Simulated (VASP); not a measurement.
Wanted: the native input for a VASP 6.6.1 run.

```
Task                   : single point
Functional             : r2SCAN
Potentials or basis    : VASP PAW PBE potentials, release 64 (B, As)
Cutoff                 : 460 eV
k mesh                 : 12 × 12 × 1
Occupations            : gaussian, width 0.03 eV
Spin                   : no spin polarisation
Dipole correction      : yes
Further INCAR settings : ALGO = Normal; EDIFF = 1e-06; NBANDS = 11
```

The system is BAs (d.B), a sheet with vacuum.

```
B As
1.0
     3.36492    0.00000    0.00000
    -1.68246    2.91410    0.00000
     0.00000    0.00000   23.80000
B As
1 1
Direct
  0.33333 0.66667 0.29412
  0.66667 0.33333 0.29412
```

These files were run (other wordings do the same):

POSCAR

```
BAs
1.0
    3.3649169337      0.0000000000      0.0000000000
   -1.6824584669      2.9141035462      0.0000000000
    0.0000000000      0.0000000000     23.8000000000
B As
1 1
Direct
    0.3333333333      0.6666666667      0.2941176471
    0.6666666667      0.3333333333      0.2941176471
```

INCAR.step1

```
SYSTEM = BAs
ALGO     = Normal         ! electronic algorithm
DIPOL    = 0.5 0.5 0.294
EDIFF    = 1E-5           ! SCF threshold, eV
ENCUT    = 460            ! plane-wave cutoff, eV
GGA      = PE             ! functional
GGA_COMPAT= .FALSE.      
IDIPOL   = 3            
ISMEAR   = 0              ! smearing method
LASPH    = .TRUE.         ! aspherical terms in the spheres
LCHARG   = .FALSE.        ! write CHGCAR
LDIPOL   = .TRUE.       
LREAL    = .FALSE.        ! projectors in reciprocal space
LWAVE    = .TRUE.         ! write WAVECAR
NBANDS   = 11             ! bands
NELM     = 120            ! most SCF steps
NELMDL   = -8           
PREC     = Accurate       ! precision mode
SIGMA    = 0.03           ! smearing width, eV
```

INCAR.step2

```
SYSTEM = BAs
ALGO     = Normal         ! electronic algorithm
DIPOL    = 0.5 0.5 0.294
EDIFF    = 1E-6           ! SCF threshold, eV
ENCUT    = 460            ! plane-wave cutoff, eV
GGA_COMPAT= .FALSE.      
IDIPOL   = 3            
ISIF     = 2              ! what is computed and relaxed
ISMEAR   = 0              ! smearing method
ISTART   = 1            
LASPH    = .TRUE.         ! aspherical terms in the spheres
LCHARG   = .FALSE.        ! write CHGCAR
LDIPOL   = .TRUE.       
LMIXTAU  = .TRUE.       
LREAL    = .FALSE.        ! projectors in reciprocal space
LWAVE    = .FALSE.        ! write WAVECAR
METAGGA  = R2SCAN         ! meta-GGA
NBANDS   = 11             ! bands
NELM     = 120            ! most SCF steps
PREC     = Accurate       ! precision mode
SIGMA    = 0.03           ! smearing width, eV
```

KPOINTS

```
k-points
0
G
  12 12 1
  0 0 0
```

Potentials or basis: VASP PAW PBE potentials, release 64 (B, As).

The run is started by

```bash
$ cat potpaw_PBE.64/B/POTCAR potpaw_PBE.64/As/POTCAR > POTCAR
$ cp INCAR.step1 INCAR
$ mpirun -np 1 vasp_std > vasp.out
$ cp INCAR.step2 INCAR
$ mpirun -np 1 vasp_std > vasp.out
```

Results of the run:

```json
{
 "Band gap on the k mesh": "0.98 eV, direct"
}
```

Run time: 5.4 min on 1 thread of AMD EPYC 7R13, on a shared host, peak memory 0.32 GiB.
